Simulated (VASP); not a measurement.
# Re (P-3m1) in VASP: further runs

Runs on Re. Level: PBE. Tasks: single point.

All numbers are computed with VASP 6.6.1; they aren't measurements. Logs are shortened: lines on timing, memory, paths and dates and some standing lists are left out, and cuts for length are marked.

### 1 The cell of the first run

It takes space group P-3m1 (No. 164, trigonal). The conventional cell has a = 2.738 Å, b = 2.738 Å, c = 4.484 Å, α = 90.00°, β = 90.00°, γ = 120.00°. Within 3.2 Å of Re (site symmetry 3m) lie 12 Re at 2.44 to 3.07 Å.

### 2 Single point, PBE (atoms displaced along a vibrational mode, the cell strained)

Input file INCAR:

```
PREC = Accurate ; ENCUT = 520
EDIFF = 1E-7 ; ISMEAR = 0
SIGMA = 0.15 ; LREAL = False
LASPH = True ; NELM = 100
ALGO = Fast ; ISIF = 2
LWAVE = False ; LCHARG = True
GGA = PE ; LELF = True
LVHAR = True ; NBANDS = 14
```

Input file KPOINTS:

```
regular mesh
0
Gamma
  18 18 10
```

Input file POSCAR:

```
Re
1.0
    2.7379189912      0.0000000000      0.0000000000
   -1.3689594956      2.3711073999      0.0000000000
    0.0000000000      0.0000000000      4.4842238099
Re
2
Direct
    0.3333333333      0.6666666667      0.2066480157
    0.6666666667      0.3333333333      0.7933519843
```

Potentials or basis: VASP PAW PBE potentials, release 64 (Re).

Started as:

```console
cat potpaw_PBE.64/Re/POTCAR > POTCAR
mpirun -np 1 vasp_std > vasp.out
```

OUTCAR:

```text
PREC = Accurate
   ENCUT = 520
   EDIFF = 1E-7
   ISMEAR = 0
   LREAL = False
   LASPH = True
   NELM = 100
   ISIF = 2
   GGA = PE

 ion  position               nearest neighbor table
   1  0.333  0.667  0.207-   2 2.44   2 2.44   2 2.44   2 3.07   2 3.07   2 3.07
   2  0.667  0.333  0.793-   1 2.44   1 2.44   1 2.44   1 3.07   1 3.07   1 3.07

  LATTYP: Found a hexagonal cell.
 ALAT       =     2.7379189912
 C/A-ratio  =     1.6378219459

  Lattice vectors:

 A1 = (   2.7379189912,   0.0000000000,   0.0000000000)
 A2 = (  -1.3689594956,   2.3711073999,   0.0000000000)
 A3 = (   0.0000000000,   0.0000000000,   4.4842238099)

Analysis of symmetry for initial positions (statically):
=====================================================================
 Subroutine PRICEL returns:
 Original cell was already a primitive cell.

 Routine SETGRP: Setting up the symmetry group for a
 hexagonal supercell.

 Subroutine GETGRP returns: Found 12 space group operations
 (whereof 12 operations were pure point group operations)
 out of a pool of 24 trial point group operations.

The static configuration has the point symmetry D_3d.

Analysis of symmetry for dynamics (positions and initial velocities):
=====================================================================
 Subroutine PRICEL returns:
 Original cell was already a primitive cell.

 Routine SETGRP: Setting up the symmetry group for a
 hexagonal supercell.

 Subroutine GETGRP returns: Found 12 space group operations
 (whereof 12 operations were pure point group operations)
 out of a pool of 24 trial point group operations.

The dynamic configuration has the point symmetry D_3d.

 Subroutine INISYM returns: Found 12 space group operations
 (whereof 12 operations are pure point group operations),
 and found     1 'primitive' translations

----------------------------------------------------------------------------------------

                                     Primitive cell

  volume of cell :      29.1111

  direct lattice vectors                    reciprocal lattice vectors
     2.737918991  0.000000000  0.000000000     0.365240901  0.210871933  0.000000000
    -1.368959496  2.371107400  0.000000000     0.000000000  0.421743865  0.000000000
     0.000000000  0.000000000  4.484223810     0.000000000  0.000000000  0.223004034

  length of vectors
     2.737918991  2.737918991  4.484223810     0.421743865  0.421743865  0.223004034

  position of ions in fractional coordinates (direct lattice)
     0.333333333  0.666666667  0.206648016
     0.666666667  0.333333333  0.793351984

  ion indices of the primitive-cell ions
   primitive index   ion index
                 1           1
                 2           2

----------------------------------------------------------------------------------------

 KPOINTS: regular mesh

Automatic generation of k-mesh.
 Grid dimensions read from file:
 generate k-points for:   18   18   10

 Generating k-lattice:

  Cartesian coordinates                     Fractional coordinates (reciprocal lattice)
     0.020291161  0.011715107  0.000000000     0.055555556  0.000000000  0.000000000
     0.000000000  0.023430215  0.000000000     0.000000000  0.055555556  0.000000000
     0.000000000  0.000000000  0.022300403     0.000000000  0.000000000  0.100000000

  Length of vectors
     0.023430215  0.023430215  0.022300403

  Shift w.r.t. Gamma in fractional coordinates (k-lattice)
     0.000000000  0.000000000  0.000000000

 Subroutine IBZKPT returns following result:
 ===========================================

 Found    330 irreducible k-points:

 Following reciprocal coordinates:
            Coordinates               Weight
  0.000000  0.000000  0.000000      1.000000
  0.055556 -0.000000  0.000000      6.000000
  0.111111 -0.000000  0.000000      6.000000
  0.166667  0.000000  0.000000      6.000000
  0.222222  0.000000  0.000000      6.000000
  0.277778  0.000000  0.000000      6.000000
[... 16 lines left out ...]
  0.333333  0.111111  0.000000     12.000000
  0.388889  0.111111  0.000000     12.000000
 [... further k-points ...]
   k-points           NKPTS =    330   k-points in BZ     NKDIM =    330   number of bands    NBANDS=     14
   number of dos      NEDOS =    301   number of ions     NIONS =      2
   total plane-waves  NPLWV =  14400
   dimension x,y,z NGX =    20 NGY =   20 NGZ =   36
   dimension x,y,z NGXF=    40 NGYF=   40 NGZF=   72
   ions per type =               2
   NGX,Y,Z   is equivalent  to a cutoff of  12.14, 12.14, 13.35 a.u.
   NGXF,Y,Z  is equivalent  to a cutoff of  24.29, 24.29, 26.69 a.u.
 SYSTEM =  unknown system
   PREC   = accura    normal or accurate (medium, high low for compatibility)
   ISTART =      0    job   : 0-new  1-cont  2-samecut
   ICHARG =      2    charge: 1-file 2-atom 10-const
   ISPIN  =      1    spin polarized calculation?
   LNONCOLLINEAR =      F non collinear calculations
   LSORBIT =      F    spin-orbit coupling
   LASPH  =      T    aspherical Exc in radial PAW
   ENCUT  =  520.0 eV  38.22 Ry    6.18 a.u.   5.09  5.09  8.34*2*pi/ulx,y,z
   NELM   =    100;   NELMIN=  2; NELMDL= -5     # of ELM steps
   EDIFF  = 0.1E-06   stopping-criterion for ELM
   LREAL  =      F    real-space projection
   EDIFFG = 0.1E-05   stopping-criterion for IOM
   NSW    =      0    number of steps for IOM
   IBRION =     -1    ionic relax: 0-MD 1-quasi-New 2-CG
   NFREE  =      0    steps in history (QN), initial steepest desc. (CG)
   ISIF   =      2    stress and relaxation
   ISYM   =      2    0-nonsym 1-usesym 2-fastsym
   POTIM  = 0.5000    time-step for ionic-motion
   TEBEG  =    0.0;   TEEND  =   0.0 temperature during run
   PSTRESS=    0.0 pullay stress
   NELECT =      14.0000    total number of electrons
   NUPDOWN=      -1.0000    fix difference up-down
   EMIN   =  10.00;   EMAX   =-10.00  energy-range for DOS
   EFERMI =   0.00;   METHOD = LEGACY
   ISMEAR =     0;   SIGMA  =   0.15  broadening in eV -4-tet -1-fermi 0-gaus
   EFERMI_NEDOS =   21; number of points for ismear=-14 and -15
   IALGO  =     68    algorithm
   IMIX   =      4    mixing-type and parameters
     AMIX     =   0.40;   BMIX     =  1.00
     AMIX_MAG =   1.60;   BMIX_MAG =  1.00
  volume/ion in A,a.u.               =      14.56        98.23
  Fermi-wavevector in a.u.,A,eV,Ry     =   1.282619  2.423799 22.383115  1.645113
  Thomas-Fermi vector in A             =   2.414920
   LORBIT       =      0    0 simple, 1 ext, 2 COOP (PROOUT), +10 PAW based schemes
   GGA     = PE    functional components
   LHFCALC =     F    Hartree Fock is set to
   AEXX    =    0.0000 exact exchange contribution
   IVDW    =     0    specifies the selected vdW correction
   LEPSILON=     F    determine dielectric tensor
   LRPA    =     F    only Hartree local field effects (RPA)
 non-spin polarized calculation
 RMM-DIIS sequential band-by-band and
 Gauss-broadening in eV      SIGMA  =   0.15
  energy-cutoff  :      520.00
  volume of cell :       29.11
 maximum number of plane-waves:       801
   NGX = 11   NGY = 11   NGZ = 17

 number of electron      14.0000000 magnetization

 Free energy of the ion-electron system (eV)
  ---------------------------------------------------
  ext. energy  EPLUGINS =         0.00000000
  ---------------------------------------------------
  free energy    TOTEN  =       -23.94196397 eV

  energy without entropy =      -23.92614828  energy(sigma->0) =      -23.93405612

 E-fermi :   7.9851     XC(G=0): -13.6769

 val. band max:        7.9847658424   @ k =   0.2778   0.0000   0.0000
 cond. band min:       7.9905623109   @ k =   0.0556  -0.0000   0.4000
 fundamental gap:      0.0057964686
 Fermi energy:         7.9850796346

 k-point     1 :       0.0000    0.0000    0.0000
  band No.  band energies     occupation
      1      -1.8601      2.00000
      2       0.8750      2.00000
      3       5.7858      2.00000
      4       5.7858      2.00000
      5       6.1461      2.00000
      6       6.1461      2.00000
      7       6.2096      2.00000
      8       9.1170      0.00000
      9       9.1170      0.00000
     10       9.9262      0.00000
     11      12.1649      0.00000
     12      12.1649      0.00000
     13      15.7466      0.00000
     14      21.8903      0.00000

 k-point     2 :       0.0556   -0.0000    0.0000
  band No.  band energies     occupation
      1      -1.7263      2.00000
      2       0.9968      2.00000
      3       5.4360      2.00000
      4       5.8907      2.00000
      5       6.0457      2.00000
      6       6.2063      2.00000
      7       6.5058      2.00000
      8       8.9278      0.00000
      9       9.0835      0.00000
     10       9.4586      0.00000
     11      12.2380      0.00000
     12      12.8225      0.00000
     13      15.8617      0.00000
     14      22.1923      0.00000

 k-point     3 :       0.1111   -0.0000    0.0000
  band No.  band energies     occupation
      1      -1.3375      2.00000
      2       1.3377      2.00000
      3       4.8904      2.00000
      4       5.7821      2.00000
      5       6.1393      2.00000
      6       6.4151      2.00000
      7       6.8982      2.00000
      8       8.2099      0.03402
      9       9.0041      0.00000
     10       9.0484      0.00000
     11      12.4218      0.00000
     12      14.0489      0.00000
     13      16.1682      0.00000
     14      23.0389      0.00000
[... 324 lines left out ...]
 k-point    23 :       0.3333    0.1111    0.0000
  band No.  band energies     occupation
      1       1.7980      2.00000
      2       2.2659      2.00000
      3       3.1072      2.00000
      4       5.1181      2.00000
      5       5.7869      2.00000
      6       6.6981      2.00000
      7       7.5982      1.99974
      8      10.5368      0.00000
      9      11.0477      0.00000
     10      12.6551      0.00000
     11      13.0136      0.00000
     12      17.2509      0.00000
     13      18.3493      0.00000
     14      19.7001      0.00000

 k-point    24 :       0.3889    0.1111    0.0000
  band No.  band energies     occupation
      1       1.6392      2.00000
      2       2.3708      2.00000
      3       2.8846      2.00000
      4       5.3616      2.00000
      5       6.0772      2.00000
      6       6.7379      2.00000
      7       7.7760      1.95134
      8      11.4448      0.00000
      9      11.6914      0.00000
     10      12.5674      0.00000
     11      13.8823      0.00000
     12      16.6184      0.00000
     13      17.7233      0.00000
     14      19.1917      0.00000

 [... further k-points ...]

------------------------ aborting loop because EDIFF is reached ----------------------------------------

  FORCE on cell =-STRESS in cart. coord.  units (eV):
  Direction    XX          YY          ZZ          XY          YZ          ZX
  --------------------------------------------------------------------------------------
  -------------------------------------------------------------------------------------
  Total        6.1643669      6.1643669      8.3795977      0.0000000     -0.0000000     -0.0000000
  in kB      339.2657068    339.2657068    461.1844461      0.0000000     -0.0000000     -0.0000000
  external PRESSURE =     379.9052866 kB  Pullay stress =       0.0000000 kB

 VOLUME and BASIS-vectors are now :
 -----------------------------------------------------------------------------
  energy-cutoff  :      520.00
  volume of cell :       29.11
      direct lattice vectors                 reciprocal lattice vectors
     2.737918991  0.000000000  0.000000000     0.365240901  0.210871933  0.000000000
    -1.368959496  2.371107400  0.000000000     0.000000000  0.421743865  0.000000000
     0.000000000  0.000000000  4.484223810     0.000000000  0.000000000  0.223004034

 POSITION                                       TOTAL-FORCE (eV/Angst)
 -----------------------------------------------------------------------------------
     -0.00000      1.58074      0.92666        -0.000000      0.000000      6.214394
      1.36896      0.79037      3.55757         0.000000      0.000000     -6.214394
 -----------------------------------------------------------------------------------
    total drift:                               -0.000000      0.000000      0.000000

  FREE ENERGIE OF THE ION-ELECTRON SYSTEM (eV)
  ---------------------------------------------------
  free  energy   TOTEN  =       -23.9419639716 eV

  energy  without entropy=      -23.9261482783  energy(sigma->0) =      -23.93405612
```

Wall time 76 s (1 thread of Intel Xeon 6975P-C (Granite Rapids), shared host); peak memory 0.23 GiB.

What came out:

```
Free energy            : -23.9420 eV
Pressure               : 38.0 GPa
Largest force          : 6.214 eV/Å
Band gap on the k mesh : zero (bands 7 and 8 overlap by 2.94 eV)
```

Forces on the atoms (eV/Å):
```
Re   0.000  0.000  6.214
Re   0.000  0.000 -6.214
```

Stress tensor (GPa, compression positive):
```
33.93  0.00  0.00
 0.00 33.93  0.00
 0.00  0.00 46.12
```

Caveat: the cell differs from its parent crystal (atoms displaced along a vibrational mode, the cell strained); the stress differs along the axes, from 34 to 46 GPa; spin-orbit coupling is left out, which moves the levels of the heavy elements; forces of over 1 eV/Å act on the atoms, so gaps and moduli don't describe the material at rest.

(Part 1 of 2 ends here.)
